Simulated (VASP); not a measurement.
Write the native input for VASP 6.6.1 that does the following.

```yaml
Task: electric field gradients
Functional: PBEsol
Potentials_or_basis: VASP PAW PBE potentials, release 64 (Mg, S)
Cutoff: 520 eV
k_mesh: 14 × 14 × 14
Occupations: fermi-dirac, width 0.03 eV
Spin: no spin polarisation
Dipole_correction: no
Further_INCAR_settings: ALGO = Normal; EDIFF = 1e-08; NBANDS = 11
```

The structure of MgS (rocksalt type) lies in POSCAR:

```
MgS
1.0
    0.0000000000      2.6488453500      2.6488453500
    2.6488453500      0.0000000000      2.6488453500
    2.6488453500      2.6488453500      0.0000000000
Mg S
1 1
Direct
    0.0000000000      0.0000000000      0.0000000000
    0.5000000000      0.5000000000      0.5000000000
```

This cell differs from its parent crystal: functional pbesol, volume scaled by 1.04.

These files were run (other wordings do the same):

INCAR

```
SYSTEM = MgS
PREC = Accurate
ENCUT = 520
EDIFF = 1E-8
ISMEAR = -1
SIGMA = 0.03
LREAL = .FALSE.
LASPH = .TRUE.
NELM = 100
ALGO = Normal
ISIF = 2
LWAVE = .FALSE.
LCHARG = .FALSE.
GGA = PS
LEFG = .TRUE.
NBANDS = 11
```

KPOINTS

```
Automatic mesh
0
G
  14 14 14
  0 0 0
```

Potentials or basis: VASP PAW PBE potentials, release 64 (Mg, S).

Command:

```console
$ cat potpaw_PBE.64/Mg/POTCAR potpaw_PBE.64/S/POTCAR > POTCAR
$ mpirun -np 1 vasp_std > vasp.out
```

Results of the run:

The pressure is -4.7 GPa. The band gap on the k mesh is 2.59 eV, indirect (least direct gap 3.19 eV).

Caveat: without QUAD_EFG the Cq values of the log hold for a quadrupole moment of 1 mb, not for the nuclei; the PAW data sets were made with another functional, which shifts forces and pressure a little.

Wall time 54 s on 1 thread of Intel Xeon 6975P-C (shared host), peak memory 0.18 GiB.
